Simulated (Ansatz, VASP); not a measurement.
# Two plane-wave programs on Ti2B2Os

```
CELL_PARAMETERS angstrom
4.01705 0.00000 0.00000
-2.00853 3.47887 0.00000
0.00000 0.00000 5.50270
ATOMIC_POSITIONS crystal
Ti 0.33333 0.66667 0.50000
Ti 0.66667 0.33333 0.50000
B 0.00000 0.00000 0.35728
B 0.00000 0.00000 0.64272
Os 0.00000 0.00000 0.00000
```

Alike in both runs: functional PBE; k mesh 6 × 6 × 4; occupations gaussian, width 0.1 eV; no spin polarisation.

Ansatz relaxed the structure, and its values are those at the end. VASP's run is a single point on that final structure, the one shown.

```csv
,VASP,Ansatz
version,VASP 6.6.1,Ansatz 0.2.0
potentials or method,"VASP PAW PBE potentials, release 64 (Ti_sv, B, Os_sv_GW), cutoff 560 eV","scalar-relativistic, plane waves, PAW"
valence electrons in the cell,46,46
```

|  | VASP | Ansatz | Ansatz less VASP |
| --- | --- | --- | --- |
| gap on the k mesh at the Fermi level (eV) | none | none | - |
| pressure (GPa) | -0.1 | 0.0 | +0.14 |
| rms of the force components (eV/Å) | 0.003 | 0.002 | -0.0011 |

A gap of «none» marks a metal or a gap that the smearing closes.

Neither program's run includes spin-orbit coupling.
